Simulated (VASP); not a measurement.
TiAu, 2 atoms in the cell. It takes space group P4/mmm (No. 123, tetragonal). The conventional cell has a = 3.254 Å, b = 3.254 Å, c = 3.189 Å, α = 90.00°, β = 90.00°, γ = 90.00°. Ti (site symmetry 4/mmm) has 8 Au at 2.80 Å and 6 Ti at 3.19 to 3.25 Å within 3.7 Å. Within 3.7 Å of Au (site symmetry 4/mmm) lie 8 Ti at 2.80 Å and 6 Au at 3.19 to 3.25 Å.  This cell differs from its parent crystal: zz strain of -2 %.

* Program: VASP 6.6.1
* Task: single point
* Functional: PBEsol
* Potentials or basis: VASP PAW PBE potentials, release 64 (Ti_sv, Au)
* Cutoff: 520 eV
* k mesh: 10 × 10 × 10
* Occupations: fermi-dirac, width 0.08 eV
* Spin: no spin polarisation
* Dipole correction: no
* Further INCAR settings: ALGO = Normal; EDIFF = 1e-07; NBANDS = 18

Potentials or basis: VASP PAW PBE potentials, release 64 (Ti_sv, Au).

Launch:

```bash
$ cat potpaw_PBE.64/Ti_sv/POTCAR potpaw_PBE.64/Au/POTCAR > POTCAR
$ mpirun -np 1 vasp_std > vasp.out
```

Hardware: 1 thread of Intel Xeon 6975P-C (shared host).

**Question.** Estimate the wall time of this run.

**Answer.** Run time: 84 s on 1 thread of Intel Xeon 6975P-C (shared host), peak memory 0.2 GiB. Counts: scf iterations 15, k points 126.
